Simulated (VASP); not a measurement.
The system is Ti3Al.

```
Ti Al
1.0
     0.00000    2.89933    2.89933
     2.89933    0.00000    2.89933
     2.89933    2.89933    0.00000
Ti Al
3 1
Direct
  0.75000 0.75000 0.75000
  0.25000 0.25000 0.25000
  0.00000 0.00000 0.00000
  0.50000 0.50000 0.50000
```

Base run:

```yaml
Program: VASP 6.6.1
Functional: PBEsol
Potentials_or_basis: VASP PAW PBE potentials, release 64 (Ti_sv, Al)
Cutoff: 520 eV
k_mesh: 12 × 12 × 12
Occupations: gaussian, width 0.15 eV
Spin: collinear spin, ferromagnetic start
Starting_moments: "[0.8, 0.8, 0.8, 0.0] μB"
Fixed_moment: 2.4 μB
```

Its results: pressure 58.3 GPa; site moments Ti +0.45, +0.96; Al +0.02 μB.

**Question.** The run is repeated on the same cell with these changes: fixed moment from 2.4 μB to 2.7 μB; moments at the start from [0.8, 0.8, 0.8, 0.0] to [0.9, 0.9, 0.9, 0.0]. What comes out?

**Answer.** Pressure 59.0 GPa; site moments Ti +0.53, +1.03; Al +0.02 μB.

Caveats: the PAW data sets were made with another functional, which shifts forces and pressure a little; the total moment is fixed, so each spin has its own Fermi level.
